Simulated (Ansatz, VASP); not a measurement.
# CoO: VASP beside Ansatz

```
Co O
1.0
     0.00000    2.24997    2.24997
     4.49995    2.24997    2.24997
     4.49995    4.49995    0.00000
Co O
2 2
Direct
  0.00000 0.00000 0.00000
  0.00000 0.00000 0.50000
  0.25000 0.25000 0.00000
  0.25000 0.25000 0.50000
```

Alike in both runs: task single point; functional PBE; k mesh 16 × 16 × 8; occupations gaussian, width 0.05 eV; collinear spin; Hubbard terms Co d U = 5.0 eV.

|  | VASP | Ansatz |
| --- | --- | --- |
| version | VASP 6.6.1 | Ansatz 0.2.0 |
| potentials or method | VASP PAW PBE potentials, release 64 (Co, O), cutoff 520 eV | scalar-relativistic, plane waves, PAW |
| valence electrons in the cell | 30 | 46 |

Ansatz gave:

| Item | Value |
| --- | --- |
| gap on the k mesh at the Fermi level (eV) | 1.41 |
| least direct gap on the mesh (eV) | 2.22 |
| pressure (GPa) | 14.0 |
| net moment per atom (μB) | 0.00 |
| size of the moment on the site where the two differ most (μB) | 2.41 |

Estimate VASP's values.

gap on the k mesh at the Fermi level (eV): 1.53; least direct gap on the mesh (eV): 2.35; pressure (GPa): 10.5; net moment per atom (μB): 0.00; size of the moment on the site where the two differ most (μB): 2.69.

Site moments also hang on the region over which each program counts them. The programs project onto different local orbitals, so the same U acts differently, and such runs can settle in different states. VASP's potentials hold 30 valence electrons a cell and Ansatz's 46, so a difference there can come from the potentials and not from the codes. Ansatz's warnings: look outside group, minimisation memory short.
